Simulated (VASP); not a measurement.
Rh, 3 atoms in the cell. The typed cell holds 3 atoms: a = 4.643 Å, b = 11.017 Å, c = 2.699 Å, α = 66.00°, β = 30.87°, γ = 90.00°. 

| Quantity | Value |
| --- | --- |
| Program | VASP 6.6.1 |
| Task | single point |
| Functional | PBE |
| Potentials or basis | VASP PAW PBE potentials, release 64 (Rh_pv) |
| Cutoff | 520 eV |
| k mesh | 8 × 4 × 40 |
| Occupations | gaussian, width 0.1 eV |
| Spin | no spin polarisation |
| Dipole correction | no |
| Further INCAR settings | ALGO = Fast; EDIFF = 1e-06; NBANDS = 30 |

Potentials or basis: VASP PAW PBE potentials, release 64 (Rh_pv).

Launch:

```console
$ cat potpaw_PBE.64/Rh_pv/POTCAR > POTCAR
$ mpirun -np 1 vasp_std > vasp.out
```

Hardware: 1 thread of AMD EPYC 9R45 96-Core Processor (Zen 5), with other jobs on the host.

Question: Estimate the wall time of this run.

Answer: Run time: 17 min on 1 thread of AMD EPYC 9R45 96-Core Processor (Zen 5) (shared host), peak memory 0.68 GiB. Counts: scf iterations 14, k points 644.
